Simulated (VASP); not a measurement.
## Ag: single point with r2SCAN

Crystal: Ag.

```xyz
2
Lattice="2.9435 0.0000 0.0000 -1.4717 2.5491 0.0000 0.0000 0.0000 4.6204" Properties=species:S:1:pos:R:3 pbc="T T T"
Ag    0.0000    1.6994    1.1551
Ag    1.4717    0.8497    3.4653
```

This isn't the form of Ag at room conditions, which is fcc.

This cell differs from its parent crystal: ratio of the length along z to the lengths across it x 0.96, volume and fractional coordinates fixed.

- Program: VASP 6.6.1
- Task: single point
- Functional: r2SCAN
- Potentials or basis: VASP PAW PBE potentials, release 64 (Ag)
- Cutoff: 520 eV
- k mesh: 24 × 24 × 14
- Occupations: gaussian, width 0.15 eV
- Spin: no spin polarisation

```yaml
Pressure: 0.3 GPa
Band_gap_on_the_k_mesh: zero (bands 11 and 12 overlap by 7.73 eV)
```

Stress tensor (GPa, compression positive):
```
-1.14  0.00  0.00
 0.00 -1.14  0.00
 0.00  0.00  3.14
```

Levels at points of the mesh, in eV from the Fermi level:
```tsv
k point	band 7	band 8	band 9	band 10	band 11	band 12	band 13	band 14	band 15	band 16
(0.00, 0.00, 0.00)	-4.78	-4.61	-4.61	-3.46	-3.46	-0.03	4.10	15.87	18.09	18.09
(0.50, 0.00, 0.00)	-4.16	-3.44	-3.27	-3.21	-0.06	1.30	7.32	7.51	9.83	10.51
(0.00, 0.00, 0.50)	-4.69	-4.69	-3.77	-3.77	-3.77	-3.77	12.26	12.26	16.25	16.25
(0.50, 0.00, 0.50)	-3.50	-3.50	-3.33	-3.33	0.76	0.76	4.50	4.50	13.69	13.69
```

Run time: 13 min on 1 thread of Intel Xeon 8259CL (shared host), peak memory 0.36 GiB.

Caveat: the PAW data sets were made with another functional, which shifts forces and pressure a little.
